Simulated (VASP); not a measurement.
# Os (P6_3/mmc) in VASP: single point with r2SCAN

Aim: the single point of Os with r2SCAN.

All numbers are computed with VASP 6.6.1; they aren't measurements. Logs are shortened: lines on timing, memory, paths and dates and some standing lists are left out, and cuts for length are marked.

**1. The cell of the first run**

The structure is hexagonal, space group P6_3/mmc (No. 194). Conventional cell: a = 2.689 Å, b = 2.689 Å, c = 8.630 Å, α = 90.00°, β = 90.00°, γ = 120.00°. Within 3.5 Å of Os (site symmetry -3m) lie 12 Os at 2.66 to 2.69 Å. Within 3.5 Å of Os (site symmetry -6m2) lie 12 Os at 2.66 to 2.69 Å.

**2. Single point, r2SCAN (13.51 Å³/atom)**

POSCAR

```
Os
1.0
    2.6890335268      0.0000000000      0.0000000000
   -1.3445167634      2.3287713458      0.0000000000
    0.0000000000      0.0000000000      8.6296131509
Os
4
Direct
    1.0000000000      0.0000000000      0.0000000000
    1.0000000000      0.0000000000      0.5000000000
    0.3333333333      0.6666666667      0.2500000000
    0.6666666667      0.3333333333      0.7500000000
```

INCAR.step1

```
ALGO = Normal
EDIFF = 1E-5
ENCUT = 620
GGA = PE
GGA_COMPAT = F
ISMEAR = -1
LASPH = T
LCHARG = F
LREAL = F
LWAVE = T
NBANDS = 40
NELM = 120
PREC = Accurate
SIGMA = 0.1
```

INCAR.step2

```
ALGO = Normal
EDIFF = 1E-6
ENCUT = 620
GGA_COMPAT = F
ISIF = 2
ISMEAR = -1
ISTART = 1
LASPH = T
LCHARG = F
LMIXTAU = T
LREAL = F
LWAVE = F
METAGGA = R2SCAN
NBANDS = 40
NELM = 120
PREC = Accurate
SIGMA = 0.1
```

KPOINTS

```
k-points
0
Gamma
  15 15 4
```

Potentials or basis: VASP PAW PBE potentials, release 64 (Os_sv_GW).

Launch:

```sh
$ cat potpaw_PBE.64/Os_sv_GW/POTCAR > POTCAR
$ cp INCAR.step1 INCAR
$ mpirun -np 1 vasp_std > vasp.out
$ cp INCAR.step2 INCAR
$ mpirun -np 1 vasp_std > vasp.out
```

OUTCAR:

```text
EDIFF = 1E-6
   ENCUT = 620
   ISIF = 2
   ISMEAR = -1
   ISTART = 1
   LASPH = T
   LREAL = F
   METAGGA = R2SCAN
   NELM = 120
   PREC = Accurate

 ion  position               nearest neighbor table
   1  0.000  0.000  0.000-   3 2.66   4 2.66   3 2.66   4 2.66   4 2.66   3 2.66
   2  0.000  0.000  0.500-   3 2.66   4 2.66   3 2.66   4 2.66   4 2.66   3 2.66
   3  0.333  0.667  0.250-   1 2.66   2 2.66   1 2.66   2 2.66   1 2.66   2 2.66
   4  0.667  0.333  0.750-   1 2.66   2 2.66   1 2.66   2 2.66   1 2.66   2 2.66

  LATTYP: Found a hexagonal cell.
 ALAT       =     2.6890335268
 C/A-ratio  =     3.2091876375

  Lattice vectors:

 A1 = (   2.6890335268,   0.0000000000,   0.0000000000)
 A2 = (  -1.3445167634,   2.3287713458,   0.0000000000)
 A3 = (   0.0000000000,   0.0000000000,   8.6296131509)

Analysis of symmetry for initial positions (statically):
=====================================================================
 Subroutine PRICEL returns:
 Original cell was already a primitive cell.

 Routine SETGRP: Setting up the symmetry group for a
 hexagonal supercell.

 Subroutine GETGRP returns: Found 24 space group operations
 (whereof 12 operations were pure point group operations)
 out of a pool of 24 trial point group operations.

The static configuration has the point symmetry D_3d.
 The point group associated with its full space group is D_6h.

Analysis of symmetry for dynamics (positions and initial velocities):
=====================================================================
 Subroutine PRICEL returns:
 Original cell was already a primitive cell.

 Routine SETGRP: Setting up the symmetry group for a
 hexagonal supercell.

 Subroutine GETGRP returns: Found 24 space group operations
 (whereof 12 operations were pure point group operations)
 out of a pool of 24 trial point group operations.

The dynamic configuration has the point symmetry D_3d.
 The point group associated with its full space group is D_6h.

 Subroutine INISYM returns: Found 24 space group operations
 (whereof 12 operations are pure point group operations),
 and found     1 'primitive' translations

----------------------------------------------------------------------------------------

                                     Primitive cell

  volume of cell :      54.0399

  direct lattice vectors                    reciprocal lattice vectors
     2.689033527  0.000000000  0.000000000     0.371880823  0.214705493  0.000000000
    -1.344516763  2.328771346  0.000000000     0.000000000  0.429410986  0.000000000
     0.000000000  0.000000000  8.629613151     0.000000000  0.000000000  0.115880050

  length of vectors
     2.689033527  2.689033527  8.629613151     0.429410986  0.429410986  0.115880050

  position of ions in fractional coordinates (direct lattice)
     0.000000000  0.000000000  0.000000000
     0.000000000  0.000000000  0.500000000
     0.333333333  0.666666667  0.250000000
     0.666666667  0.333333333  0.750000000

  ion indices of the primitive-cell ions
   primitive index   ion index
                 1           1
                 2           2
                 3           3
                 4           4

----------------------------------------------------------------------------------------

 KPOINTS: k-points

Automatic generation of k-mesh.
 Grid dimensions read from file:
 generate k-points for:   15   15    4

 Generating k-lattice:

  Cartesian coordinates                     Fractional coordinates (reciprocal lattice)
     0.024792055  0.014313700  0.000000000     0.066666667  0.000000000  0.000000000
     0.000000000  0.028627399  0.000000000     0.000000000  0.066666667  0.000000000
     0.000000000  0.000000000  0.028970012     0.000000000  0.000000000  0.250000000

  Length of vectors
     0.028627399  0.028627399  0.028970012

  Shift w.r.t. Gamma in fractional coordinates (k-lattice)
     0.000000000  0.000000000  0.000000000

 Subroutine IBZKPT returns following result:
 ===========================================

 Found     81 irreducible k-points:

 Following reciprocal coordinates:
            Coordinates               Weight
  0.000000  0.000000  0.000000      1.000000
  0.066667  0.000000  0.000000      6.000000
  0.133333  0.000000  0.000000      6.000000
  0.200000  0.000000  0.000000      6.000000
  0.266667  0.000000  0.000000      6.000000
  0.333333  0.000000  0.000000      6.000000
[... 16 lines left out ...]
  0.333333  0.200000  0.000000     12.000000
  0.400000  0.200000  0.000000      6.000000
 [... further k-points ...]
   k-points           NKPTS =     81   k-points in BZ     NKDIM =     81   number of bands    NBANDS=     40
   number of dos      NEDOS =    301   number of ions     NIONS =      4
   total plane-waves  NPLWV =  40320
   dimension x,y,z NGX =    24 NGY =   24 NGZ =   70
   dimension x,y,z NGXF=    48 NGYF=   48 NGZF=  140
   ions per type =               4
   NGX,Y,Z   is equivalent  to a cutoff of  14.84, 14.84, 13.49 a.u.
   NGXF,Y,Z  is equivalent  to a cutoff of  29.68, 29.68, 26.97 a.u.
 SYSTEM =  unknown system
   PREC   = accura    normal or accurate (medium, high low for compatibility)
   ISTART =      1    job   : 0-new  1-cont  2-samecut
   ICHARG =      0    charge: 1-file 2-atom 10-const
   ISPIN  =      1    spin polarized calculation?
   LNONCOLLINEAR =      F non collinear calculations
   LSORBIT =      F    spin-orbit coupling
   LASPH  =      T    aspherical Exc in radial PAW
   ENCUT  =  620.0 eV  45.57 Ry    6.75 a.u.   5.46  5.46 17.52*2*pi/ulx,y,z
   NELM   =    120;   NELMIN=  2; NELMDL=  0     # of ELM steps
   EDIFF  = 0.1E-05   stopping-criterion for ELM
   LREAL  =      F    real-space projection
   EDIFFG = 0.1E-04   stopping-criterion for IOM
   NSW    =      0    number of steps for IOM
   IBRION =     -1    ionic relax: 0-MD 1-quasi-New 2-CG
   NFREE  =      0    steps in history (QN), initial steepest desc. (CG)
   ISIF   =      2    stress and relaxation
   ISYM   =      2    0-nonsym 1-usesym 2-fastsym
   POTIM  = 0.5000    time-step for ionic-motion
   TEBEG  =    0.0;   TEEND  =   0.0 temperature during run
   PSTRESS=    0.0 pullay stress
   NELECT =      64.0000    total number of electrons
   NUPDOWN=      -1.0000    fix difference up-down
   EMIN   =  10.00;   EMAX   =-10.00  energy-range for DOS
   EFERMI =   0.00;   METHOD = LEGACY
   ISMEAR =    -1;   SIGMA  =   0.10  broadening in eV -4-tet -1-fermi 0-gaus
   EFERMI_NEDOS =   21; number of points for ismear=-14 and -15
   IALGO  =     38    algorithm
   IMIX   =      4    mixing-type and parameters
     AMIX     =   0.40;   BMIX     =  1.00
     AMIX_MAG =   1.60;   BMIX_MAG =  1.00
  volume/ion in A,a.u.               =      13.51        91.17
  Fermi-wavevector in a.u.,A,eV,Ry     =   1.732062  3.273122 40.817991  3.000038
  Thomas-Fermi vector in A             =   2.806310
   LORBIT       =      0    0 simple, 1 ext, 2 COOP (PROOUT), +10 PAW based schemes
   METAGGA = R2SCAN    functional components
   LHFCALC =     F    Hartree Fock is set to
   AEXX    =    0.0000 exact exchange contribution
   IVDW    =     0    specifies the selected vdW correction
   LEPSILON=     F    determine dielectric tensor
   LRPA    =     F    only Hartree local field effects (RPA)
 non-spin polarized calculation
  energy-cutoff  :      620.00
  volume of cell :       54.04
 maximum number of plane-waves:      1949
 NGX is ok and might be reduce to    24
   NGX = 11   NGY = 11   NGZ = 35

 number of electron      63.9999999 magnetization

 Free energy of the ion-electron system (eV)
  ---------------------------------------------------
  ext. energy  EPLUGINS =         0.00000000
  ---------------------------------------------------
  free energy    TOTEN  =      -215.85511362 eV

  energy without entropy =     -215.75675831  energy(sigma->0) =     -215.80593596

 E-fermi :  14.2331     XC(G=0): -16.2692

 val. band max:       14.2299820950   @ k =   0.4667   0.0667   0.0000
 cond. band min:      14.2426969406   @ k =   0.2667   0.2667   0.2500
 fundamental gap:      0.0127148456
 Fermi energy:        14.2331101851

 k-point     1 :       0.0000    0.0000    0.0000
  band No.  band energies     occupation
      1     -74.5444      2.00000
      2     -74.4799      2.00000
      3     -74.4656      2.00000
      4     -74.4005      2.00000
      5     -33.9864      2.00000
      6     -33.3444      2.00000
[... 32 lines left out ...]
     39      16.6493      0.00000
     40      16.6493      0.00000

 k-point     2 :       0.0667    0.0000    0.0000
  band No.  band energies     occupation
      1     -74.5394      2.00000
      2     -74.4765      2.00000
      3     -74.4621      2.00000
      4     -74.3983      2.00000
      5     -33.9681      2.00000
      6     -33.3509      2.00000
[... 32 lines left out ...]
     39      16.6837      0.00000
     40      17.5137      0.00000

 k-point     3 :       0.1333    0.0000    0.0000
  band No.  band energies     occupation
      1     -74.5253      2.00000
      2     -74.4664      2.00000
      3     -74.4521      2.00000
      4     -74.3923      2.00000
      5     -33.9150      2.00000
      6     -33.3783      2.00000
[... 32 lines left out ...]
     39      16.7835      0.00000
     40      19.1360      0.00000

 k-point     4 :       0.2000    0.0000    0.0000
  band No.  band energies     occupation
      1     -74.5042      2.00000
      2     -74.4516      2.00000
      3     -74.4375      2.00000
      4     -74.3843      2.00000
      5     -33.8332      2.00000
      6     -33.4498      2.00000
[... 32 lines left out ...]
     39      16.9237      0.00000
     40      20.8790      0.00000
[... 772 lines left out ...]
     39      19.2817      0.00000
     40      23.5468      0.00000

 k-point    23 :       0.3333    0.2000    0.0000
  band No.  band energies     occupation
      1     -74.4078      2.00000
      2     -74.3945      2.00000
      3     -74.3801      2.00000
      4     -74.3667      2.00000
      5     -33.8082      2.00000
      6     -33.7722      2.00000
[... 32 lines left out ...]
     39      20.7643      0.00000
     40      21.9334      0.00000

 k-point    24 :       0.4000    0.2000    0.0000
  band No.  band energies     occupation
      1     -74.4005      2.00000
      2     -74.3916      2.00000
      3     -74.3773      2.00000
      4     -74.3683      2.00000
      5     -33.8284      2.00000
      6     -33.7878      2.00000
[... 32 lines left out ...]
     39      21.4462      0.00000
     40      21.6190      0.00000

 [... further k-points ...]

------------------------ aborting loop because EDIFF is reached ----------------------------------------

  FORCE on cell =-STRESS in cart. coord.  units (eV):
  Direction    XX          YY          ZZ          XY          YZ          ZX
  --------------------------------------------------------------------------------------
  -------------------------------------------------------------------------------------
  Total        5.7745615      5.7745615      6.7156246      0.0000000      0.0000000      0.0000000
  in kB      171.2045085    171.2045085    199.1051999      0.0000000      0.0000000      0.0000000
  external PRESSURE =     180.5047390 kB  Pullay stress =       0.0000000 kB

 VOLUME and BASIS-vectors are now :
 -----------------------------------------------------------------------------
  energy-cutoff  :      620.00
  volume of cell :       54.04
      direct lattice vectors                 reciprocal lattice vectors
     2.689033527  0.000000000  0.000000000     0.371880823  0.214705493  0.000000000
    -1.344516763  2.328771346  0.000000000     0.000000000  0.429410986  0.000000000
     0.000000000  0.000000000  8.629613151     0.000000000  0.000000000  0.115880050

 POSITION                                       TOTAL-FORCE (eV/Angst)
 -----------------------------------------------------------------------------------
      0.00000      0.00000      0.00000        -0.000000      0.000000      0.000000
      0.00000      0.00000      4.31481        -0.000000      0.000000      0.000000
     -0.00000      1.55251      2.15740        -0.000000     -0.000000     -0.000000
      1.34452      0.77626      6.47221         0.000000      0.000000     -0.000000
 -----------------------------------------------------------------------------------
    total drift:                               -0.000000      0.000000     -0.000000

  FREE ENERGIE OF THE ION-ELECTRON SYSTEM (eV)
  ---------------------------------------------------
  free  energy   TOTEN  =      -215.8551136151 eV

  energy  without entropy=     -215.7567583068  energy(sigma->0) =     -215.80593596
```

Wall time 9.8 min (1 thread of AMD EPYC 9R45 (Zen 5), shared host); peak memory 0.29 GiB.

Results:

```yaml
Free_energy: -215.8551 eV
Pressure: 18.1 GPa
Band_gap_on_the_k_mesh: zero (bands 32 and 33 overlap by 3.94 eV)
```

Caveat: the cell stands under pressure; the PAW data sets were made with another functional, which shifts forces and pressure a little; spin-orbit coupling is left out, which moves the levels of the heavy elements.
